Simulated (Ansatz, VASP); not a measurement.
## YB: VASP beside Ansatz

File INCAR:

```
SYSTEM = YB
PREC = Accurate ; ENCUT = 520
EDIFF = 1E-6 ; ISMEAR = 0
SIGMA = 0.05 ; LREAL = .FALSE.
LASPH = .TRUE. ; NELM = 80
ALGO = Normal ; ISIF = 2
LWAVE = .FALSE. ; LCHARG = .FALSE.
GGA = PS ; NBANDS = 14
```

KPOINTS

```
regular mesh
0
G
  10 10 10
  0 0 0
```

File POSCAR:

```
YB
1.0
    0.0000000000      2.6819161012      2.6819161012
    2.6819161012      0.0000000000      2.6819161012
    2.6819161012      2.6819161012      0.0000000000
Y B
1 1
Direct
    0.5000000000      0.5000000000      0.5000000000
    0.0000000000      0.0000000000      0.0000000000
```

Input for Ansatz:

```yaml
crystal:
  lattice:
    - [0.0, 2.6819161012, 2.6819161012]
    - [2.6819161012, 0.0, 2.6819161012]
    - [2.6819161012, 2.6819161012, 0.0]
  atoms:
    - { symbol: "Y", position: [0.5, 0.5, 0.5] }
    - { symbol: B, position: [0.0, 0.0, 0.0] }
basis:
  ecutwfc: 420
  ecutrho_ratio: 4
kpoints:
  mp_grid: { grid: [10, 10, 10] }
hamiltonian:
  xc: pbesol
scf:
  occupations: { method: gaussian, width: 0.05 }
output:
  forces: true
  stress: true
  eigenvalues: true
```

Alike in both runs: task single point; functional PBEsol; k mesh 10 × 10 × 10; occupations gaussian, width 0.05 eV; no spin polarisation.

|  | VASP | Ansatz |
| --- | --- | --- |
| version | VASP 6.6.1 | Ansatz 0.2.0 |
| potentials or method | VASP PAW PBE potentials, release 64 (Y_sv, B), cutoff 520 eV | scalar-relativistic, plane waves, PAW |
| valence electrons in the cell | 14 | 14 |

Ansatz gave:

* gap on the k mesh at the Fermi level (eV): none
* pressure (GPa): -3.4

Which values does VASP return?

gap on the k mesh at the Fermi level (eV): none; pressure (GPa): -3.5.

VASP's potentials were made for PBE, not for PBEsol. A gap of «none» marks a metal or a gap that the smearing closes. With one functional, cell and mesh, what is left measures potentials, basis and numerics.
